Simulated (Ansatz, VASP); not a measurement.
AgRh in VASP and in Ansatz

Contents of INCAR:

```
SYSTEM = AgRh
ALGO = Fast
EDIFF = 1E-7
EDIFFG = -0.01
ENCUT = 600
GGA = RP
IBRION = 2
ISIF = 3
ISMEAR = -1
LASPH = .TRUE.
LCHARG = .FALSE.
LREAL = .FALSE.
LWAVE = .FALSE.
NELM = 60
NSW = 60
PREC = Accurate
SIGMA = 0.05
```

File KPOINTS:

```
k-points
0
G
  11 11 6
  0 0 0
```

The input POSCAR:

```
AgRh
1.0
    2.7775881998      0.0000000000      0.0000000000
   -1.3887940999      2.4054619423      0.0000000000
    0.0000000000      0.0000000000      4.8086020000
Ag Rh
1 1
Direct
    0.0000000000      0.0000000000      0.5000000000
    0.6666666667      0.3333333333      0.0000000000
```

Contents of input.yaml:

```yaml
crystal:
  lattice:
    - [2.7775881998, 0.0, 0.0]
    - [-1.3887940999, 2.4054619423, 0.0]
    - [0.0, 0.0, 4.808602]
  atoms:
    - { symbol: Ag, position: [0.0, 0.0, 0.5] }
    - { symbol: Rh, position: [0.6666666667, 0.3333333333, 0.0] }
hamiltonian:
  xc: rpbe
  pseudopotentials: { kind: paw }
kpoints:
  mp_grid: { grid: [11, 11, 6] }
scf:
  occupations: { method: fermi_dirac, width: 0.05 }
output:
  forces: true
  stress: true
  eigenvalues: true
relax:
  f_tol: 0.01
  max_steps: 40
  cell: { stress_tol: 0.05 }
```

Alike in both runs: task relaxation of cell and atoms; functional RPBE; k mesh 11 × 11 × 6; occupations fermi-dirac, width 0.05 eV; no spin polarisation.

```csv
,VASP,Ansatz
version,VASP 6.6.1,Ansatz 0.2.0
potentials or method,"VASP PAW PBE potentials, release 64 (Ag, Rh_pv)",Ansatz PAW
plane-wave cutoff (eV),600,420
valence electrons in the cell,26,36
```

VASP gave:

| Item | Value |
| --- | --- |
| gap on the k mesh at the Fermi level, each at its own relaxed structure (eV) | none |
| relaxed volume (Å³/atom) | 16.26 |
| relaxed length of the cell vector where the two differ most in proportion (Å) | 2.792 |

Question: What did Ansatz give for the same quantities?

Answer: gap on the k mesh at the Fermi level, each at its own relaxed structure (eV): none; relaxed volume (Å³/atom): 16.27; relaxed length of the cell vector where the two differ most in proportion (Å): 2.794.

VASP's potentials were made for PBE, not for RPBE. A gap of «none» marks a metal or a gap that the smearing closes. VASP's potentials hold 26 valence electrons a cell and Ansatz's 36, so a difference there can come from the potentials and not from the codes.

Noted on Ansatz's run: the plane-wave basis is chosen anew once the cell has moved, so the energies of steps on either side of that aren't comparable.
